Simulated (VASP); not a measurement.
# Sn (Fd-3m) in VASP: a series of runs, part 3 of 3

VASP 6.6.1.

### Step 4. Single point, PBEsol (Pb replaced by Sn, lengths x 0.971, strained)

INCAR

```
PREC = Accurate
ENCUT = 520
EDIFF = 1E-7
ISMEAR = 0
SIGMA = 0.1
LREAL = False
LASPH = True
NELM = 80
ALGO = Normal
ISIF = 2
LWAVE = False
LCHARG = False
GGA = PS
NBANDS = 21
```

KPOINTS

```
regular mesh
0
Gamma
  12 12 12
```

POSCAR

```
Sn
1.0
    0.0000000000      3.2885660388      3.2885660388
    3.2885660388      0.0000000000      3.2885660388
    3.2885660388      3.2885660388      0.0000000000
Sn
2
Direct
    0.5000000000      0.5000000000      0.5000000000
    0.7500000000      0.7500000000      0.7500000000
```

Potentials or basis: VASP PAW PBE potentials, release 64 (Sn_d).

Command:

```console
cat potpaw_PBE.64/Sn_d/POTCAR > POTCAR
mpirun -np 1 vasp_std > vasp.out
```

OUTCAR:

```text
PREC = Accurate
   ENCUT = 520
   EDIFF = 1E-7
   ISMEAR = 0
   LREAL = False
   LASPH = True
   NELM = 80
   ISIF = 2
   GGA = PS

 ion  position               nearest neighbor table
   1  0.500  0.500  0.500-   2 2.85   2 2.85   2 2.85   2 2.85
   2  0.750  0.750  0.750-   1 2.85   1 2.85   1 2.85   1 2.85

  LATTYP: Found a face centered cubic cell.
 ALAT       =     6.5771320776

  Lattice vectors:

 A1 = (   0.0000000000,   3.2885660388,   3.2885660388)
 A2 = (   3.2885660388,   0.0000000000,   3.2885660388)
 A3 = (   3.2885660388,   3.2885660388,   0.0000000000)

Analysis of symmetry for initial positions (statically):
=====================================================================
 Subroutine PRICEL returns:
 Original cell was already a primitive cell.

 Routine SETGRP: Setting up the symmetry group for a
 face centered cubic supercell.

 Subroutine GETGRP returns: Found 48 space group operations
 (whereof 24 operations were pure point group operations)
 out of a pool of 48 trial point group operations.

The static configuration has the point symmetry T_d .
 The point group associated with its full space group is O_h .

Analysis of symmetry for dynamics (positions and initial velocities):
=====================================================================
 Subroutine PRICEL returns:
 Original cell was already a primitive cell.

 Routine SETGRP: Setting up the symmetry group for a
 face centered cubic supercell.

 Subroutine GETGRP returns: Found 48 space group operations
 (whereof 24 operations were pure point group operations)
 out of a pool of 48 trial point group operations.

The dynamic configuration has the point symmetry T_d .
 The point group associated with its full space group is O_h .

 Subroutine INISYM returns: Found 48 space group operations
 (whereof 24 operations are pure point group operations),
 and found     1 'primitive' translations

----------------------------------------------------------------------------------------

                                     Primitive cell

  volume of cell :      71.1295

  direct lattice vectors                    reciprocal lattice vectors
     0.000000000  3.288566039  3.288566039    -0.152041952  0.152041952  0.152041952
     3.288566039  0.000000000  3.288566039     0.152041952 -0.152041952  0.152041952
     3.288566039  3.288566039  0.000000000     0.152041952  0.152041952 -0.152041952

  length of vectors
     4.650734693  4.650734693  4.650734693     0.263344386  0.263344386  0.263344386

  position of ions in fractional coordinates (direct lattice)
     0.500000000  0.500000000  0.500000000
     0.750000000  0.750000000  0.750000000

  ion indices of the primitive-cell ions
   primitive index   ion index
                 1           1
                 2           2

----------------------------------------------------------------------------------------

 KPOINTS: regular mesh

Automatic generation of k-mesh.
 Grid dimensions read from file:
 generate k-points for:   12   12   12

 Generating k-lattice:

  Cartesian coordinates                     Fractional coordinates (reciprocal lattice)
    -0.012670163  0.012670163  0.012670163     0.083333333  0.000000000  0.000000000
     0.012670163 -0.012670163  0.012670163     0.000000000  0.083333333  0.000000000
     0.012670163  0.012670163 -0.012670163     0.000000000  0.000000000  0.083333333

  Length of vectors
     0.021945365  0.021945365  0.021945365

  Shift w.r.t. Gamma in fractional coordinates (k-lattice)
     0.000000000  0.000000000  0.000000000

 Subroutine IBZKPT returns following result:
 ===========================================

 Found     72 irreducible k-points:

 Following reciprocal coordinates:
            Coordinates               Weight
  0.000000  0.000000  0.000000      1.000000
  0.083333  0.000000  0.000000      8.000000
  0.166667  0.000000  0.000000      8.000000
  0.250000  0.000000  0.000000      8.000000
  0.333333  0.000000  0.000000      8.000000
  0.416667  0.000000  0.000000      8.000000
[... 16 lines left out ...]
  0.500000  0.166667  0.000000     24.000000
 -0.416667  0.166667  0.000000     24.000000
 [... further k-points ...]
   k-points           NKPTS =     72   k-points in BZ     NKDIM =     72   number of bands    NBANDS=     21
   number of dos      NEDOS =    301   number of ions     NIONS =      2
   total plane-waves  NPLWV =  46656
   dimension x,y,z NGX =    36 NGY =   36 NGZ =   36
   dimension x,y,z NGXF=    72 NGYF=   72 NGZF=   72
   ions per type =               2
   NGX,Y,Z   is equivalent  to a cutoff of  12.87, 12.87, 12.87 a.u.
   NGXF,Y,Z  is equivalent  to a cutoff of  25.74, 25.74, 25.74 a.u.
 SYSTEM =  unknown system
   PREC   = accura    normal or accurate (medium, high low for compatibility)
   ISTART =      0    job   : 0-new  1-cont  2-samecut
   ICHARG =      2    charge: 1-file 2-atom 10-const
   ISPIN  =      1    spin polarized calculation?
   LNONCOLLINEAR =      F non collinear calculations
   LSORBIT =      F    spin-orbit coupling
   LASPH  =      T    aspherical Exc in radial PAW
   ENCUT  =  520.0 eV  38.22 Ry    6.18 a.u.   8.65  8.65  8.65*2*pi/ulx,y,z
   NELM   =     80;   NELMIN=  2; NELMDL= -5     # of ELM steps
   EDIFF  = 0.1E-06   stopping-criterion for ELM
   LREAL  =      F    real-space projection
   EDIFFG = 0.1E-05   stopping-criterion for IOM
   NSW    =      0    number of steps for IOM
   IBRION =     -1    ionic relax: 0-MD 1-quasi-New 2-CG
   NFREE  =      0    steps in history (QN), initial steepest desc. (CG)
   ISIF   =      2    stress and relaxation
   ISYM   =      2    0-nonsym 1-usesym 2-fastsym
   POTIM  = 0.5000    time-step for ionic-motion
   TEBEG  =    0.0;   TEEND  =   0.0 temperature during run
   PSTRESS=    0.0 pullay stress
   NELECT =      28.0000    total number of electrons
   NUPDOWN=      -1.0000    fix difference up-down
   EMIN   =  10.00;   EMAX   =-10.00  energy-range for DOS
   EFERMI =   0.00;   METHOD = LEGACY
   ISMEAR =     0;   SIGMA  =   0.10  broadening in eV -4-tet -1-fermi 0-gaus
   EFERMI_NEDOS =   21; number of points for ismear=-14 and -15
   IALGO  =     38    algorithm
   IMIX   =      4    mixing-type and parameters
     AMIX     =   0.40;   BMIX     =  1.00
     AMIX_MAG =   1.60;   BMIX_MAG =  1.00
  volume/ion in A,a.u.               =      35.56       240.00
  Fermi-wavevector in a.u.,A,eV,Ry     =   1.199806  2.267304 19.586047  1.439534
  Thomas-Fermi vector in A             =   2.335659
   LORBIT       =      0    0 simple, 1 ext, 2 COOP (PROOUT), +10 PAW based schemes
   GGA     = PS    functional components
   LHFCALC =     F    Hartree Fock is set to
   AEXX    =    0.0000 exact exchange contribution
   IVDW    =     0    specifies the selected vdW correction
   LEPSILON=     F    determine dielectric tensor
   LRPA    =     F    only Hartree local field effects (RPA)
 non-spin polarized calculation
 Gauss-broadening in eV      SIGMA  =   0.10
  energy-cutoff  :      520.00
  volume of cell :       71.13
 maximum number of plane-waves:      1936
   NGX = 17   NGY = 17   NGZ = 17

 number of electron      27.9999985 magnetization

 Free energy of the ion-electron system (eV)
  ---------------------------------------------------
  ext. energy  EPLUGINS =         0.00000000
  ---------------------------------------------------
  free energy    TOTEN  =        -8.46314302 eV

  energy without entropy =       -8.46186892  energy(sigma->0) =       -8.46250597

 E-fermi :   5.0467     XC(G=0):  -8.8918

 val. band max:        5.0258187678   @ k =   0.0833   0.0000   0.0000
 cond. band min:       5.1060297124   @ k =   0.3333   0.0000   0.0000
 fundamental gap:      0.0802109446
 Fermi energy:         5.0467062698

 k-point     1 :       0.0000    0.0000    0.0000
  band No.  band energies     occupation
      1     -16.4524      2.00000
      2     -16.4524      2.00000
      3     -16.4524      2.00000
      4     -16.3974      2.00000
      5     -16.3974      2.00000
      6     -16.1174      2.00000
[... 13 lines left out ...]
     20      12.9457      0.00000
     21      12.9457      0.00000

 k-point     2 :       0.0833    0.0000    0.0000
  band No.  band energies     occupation
      1     -16.4574      2.00000
      2     -16.4574      2.00000
      3     -16.4509      2.00000
      4     -16.3906      2.00000
      5     -16.3906      2.00000
      6     -16.1309      2.00000
[... 520 lines left out ...]
 k-point    24 :      -0.4167    0.1667    0.0000
  band No.  band energies     occupation
      1     -16.5063      2.00000
      2     -16.4925      2.00000
      3     -16.3973      2.00000
      4     -16.3274      2.00000
      5     -16.3187      2.00000
      6     -16.2002      2.00000
[... 13 lines left out ...]
     20      12.7936      0.00000
     21      12.9424      0.00000

 [... further k-points ...]
[... 5 lines left out ...]
  --------------------------------------------------------------------------------------
  -------------------------------------------------------------------------------------
  Total       -0.3254425     -0.3254425     -0.3254425      0.0000000      0.0000000     -0.0000000
  in kB       -7.3305258     -7.3305258     -7.3305258      0.0000000      0.0000000     -0.0000000
  external PRESSURE =      -7.3305258 kB  Pullay stress =       0.0000000 kB

 VOLUME and BASIS-vectors are now :
 -----------------------------------------------------------------------------
  energy-cutoff  :      520.00
  volume of cell :       71.13
      direct lattice vectors                 reciprocal lattice vectors
     0.000000000  3.288566039  3.288566039    -0.152041952  0.152041952  0.152041952
     3.288566039  0.000000000  3.288566039     0.152041952 -0.152041952  0.152041952
     3.288566039  3.288566039  0.000000000     0.152041952  0.152041952 -0.152041952

 POSITION                                       TOTAL-FORCE (eV/Angst)
 -----------------------------------------------------------------------------------
      3.28857      3.28857      3.28857        -0.000000     -0.000000     -0.000000
      4.93285      4.93285      4.93285         0.000000      0.000000      0.000000
 -----------------------------------------------------------------------------------
    total drift:                                0.000000      0.000000      0.000000

  FREE ENERGIE OF THE ION-ELECTRON SYSTEM (eV)
  ---------------------------------------------------
  free  energy   TOTEN  =        -8.4631430219 eV

  energy  without entropy=       -8.4618689212  energy(sigma->0) =       -8.46250597
```

stdout:

```text
POSCAR found type information on POSCAR Sn
 POSCAR found :  1 types and       2 ions
 scaLAPACK will be used
 -----------------------------------------------------------------------------
|                                                                             |
|                                                                             |
|     You enforced a specific xc type in the INCAR file but a different       |
|     I HOPE YOU KNOW WHAT YOU ARE DOING!                                     |
|                                                                             |
 -----------------------------------------------------------------------------

 LDA part: xc-table for (Slater+PW92), standard interpolation
 POSCAR, INCAR and KPOINTS ok, starting setup
 FFT: planning ... GRIDC
 FFT: planning ... GRID_SOFT
 FFT: planning ... GRID
 WAVECAR not read
 entering main loop
```

Run time: 2 min. Hardware: 1 thread of Intel Xeon 8259CL, shared host; peak memory 0.25 GiB.

What came out:

* Free energy: -8.4631 eV
* Pressure: -0.7 GPa
* Band gap on the k mesh: zero (band 14 reaches 5.16 eV, above the bottom of band 15 at 4.93 eV)

Caveat: the cell differs from its parent crystal (Pb replaced by Sn, lengths x 0.971, strained); the PAW data sets were made with another functional, which shifts forces and pressure a little; spin-orbit coupling is left out, which moves the levels of the heavy elements.

### Step 5. Overview

```csv
cell,k mesh,gap on the mesh (eV),pressure (GPa)
"a = 4.858 Å, angles 60.0°, 2 atoms",4 × 4 × 4,none,-4.0
"a = 4.651 Å, angles 60.0°, 2 atoms",6 × 6 × 6,none,-0.7
"a = 4.651 Å, angles 60.0°, 2 atoms",12 × 12 × 12,none,-0.7
```

Alike in all rows: task single point; level PBEsol; potentials or basis VASP PAW PBE potentials, release 64 (Sn_d); no spin polarisation; cutoff (eV) 520; smearing gaussian 0.1 eV.

Caveats: some runs use coarse meshes; the PAW data sets were made with another functional, which shifts forces and pressure a little; spin-orbit coupling is left out, which moves the levels of the heavy elements.

Absolute energies hang on the potentials; compare differences alone.
